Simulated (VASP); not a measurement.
**BiN: single point with PBE**

The system is BiN.

```
Bi N
1.0
     3.48937    0.00000    0.00000
    -1.74468    3.02188    0.00000
     0.00000    0.00000    3.26518
Bi N
1 1
Direct
  0.00000 0.00000 0.00000
  0.66667 0.33333 0.50000
```

```json
{"Program": "VASP 6.6.1", "Task": "single point", "Functional": "PBE", "Potentials or basis": "VASP PAW PBE potentials, release 64 (Bi_d, N)", "Cutoff": "520 eV", "k mesh": "12 × 12 × 10", "Occupations": "gaussian, width 0.05 eV", "Spin": "no spin polarisation", "Dipole correction": "no", "Further INCAR settings": "ALGO = Normal; EDIFF = 1e-07; NBANDS = 17"}
```

- Pressure: 0.0 GPa
- Band gap on the k mesh: zero (band 10 reaches 9.20 eV, above the bottom of band 11 at 6.68 eV)

Levels at points of the mesh, in eV from the Fermi level:
```tsv
k point	band 7	band 8	band 9	band 10	band 11	band 12	band 13	band 14
(0.00, 0.00, 0.00)	-7.72	-2.45	-1.54	-1.54	4.59	4.59	7.34	7.46
(0.50, 0.00, 0.00)	-10.92	-3.07	-2.57	-1.06	1.76	5.47	5.82	7.08
(0.00, 0.00, 0.50)	-12.00	-0.87	-0.87	-0.04	0.68	5.44	5.44	10.94
(0.50, 0.00, 0.50)	-9.31	-5.34	-5.18	-1.18	2.61	2.65	3.12	8.62
```

Run time: 24 s on 1 thread of Intel(R) Xeon(R) 6975P-C (Granite Rapids), on a shared host, peak memory 0.19 GiB.

Caveat: spin-orbit coupling is left out, which moves the levels of the heavy elements.
